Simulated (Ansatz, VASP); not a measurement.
# SrCl2 in VASP and in Ansatz

File INCAR:

```
ALGO     = Normal         # electronic algorithm
EDIFF    = 1E-6           # SCF threshold, eV
ENCUT    = 500            # plane-wave cutoff, eV
GGA      = CA             # functional
GGA_COMPAT= F            
ISIF     = 2              # what is computed and relaxed
ISMEAR   = 0              # smearing method
LASPH    = T              # aspherical terms in the spheres
LCHARG   = T              # write CHGCAR
LELF     = T              # ELF
LREAL    = F              # projectors in reciprocal space
LVHAR    = T            
LWAVE    = F              # write WAVECAR
NBANDS   = 19             # bands
NELM     = 120            # most SCF steps
PREC     = Accurate       # precision mode
SIGMA    = 0.1            # smearing width, eV
```

Contents of KPOINTS:

```
k-points
0
Gamma
  4 4 4
```

Contents of POSCAR:

```
SrCl2
1.0
    0.0000000000      3.4855000000      3.4855000000
    3.4855000000      0.0000000000      3.4855000000
    3.4855000000      3.4855000000      0.0000000000
Sr Cl
1 2
Direct
    0.0000000000      0.0000000000      0.0000000000
    0.2500000000      0.2500000000      0.2500000000
    0.7500000000      0.7500000000      0.7500000000
```

Input for Ansatz:

```yaml
crystal:
  lattice:
    - [0.0, 3.4855, 3.4855]
    - [3.4855, 0.0, 3.4855]
    - [3.4855, 3.4855, 0.0]
  atoms:
    - { symbol: Sr, position: [0.0, 0.0, 0.0] }
    - { symbol: Cl, position: [0.25, 0.25, 0.25] }
    - { symbol: Cl, position: [0.75, 0.75, 0.75] }
basis:
  ecutwfc: 420
kpoints:
  mp_grid: { grid: [4, 4, 4] }
hamiltonian:
  xc: lda
scf:
  occupations: { method: gaussian, width: 0.1 }
output:
  forces: true
  stress: true
  eigenvalues: true
```

Alike in both runs: task single point; functional LDA; k mesh 4 × 4 × 4; occupations gaussian, width 0.1 eV; no spin polarisation.

|  | VASP | Ansatz |
| --- | --- | --- |
| version | VASP 6.6.1 | Ansatz 0.2.0 |
| potentials or method | VASP PAW LDA potentials, release 64 (Sr_sv, Cl), cutoff 500 eV | scalar-relativistic, plane waves, PAW |
| valence electrons in the cell | 24 | 24 |

Ansatz gave:

```
gap on the k mesh at the Fermi level (eV) : 4.89
least direct gap on the mesh (eV)         : 5.16
pressure (GPa)                            : -2.8
```

Q: What did VASP give for the same quantities?

A: gap on the k mesh at the Fermi level (eV): 4.89; least direct gap on the mesh (eV): 5.15; pressure (GPa): -2.7.

LDA's correlation is that of Perdew and Zunger in VASP and of Perdew and Wang (1992) in Ansatz.
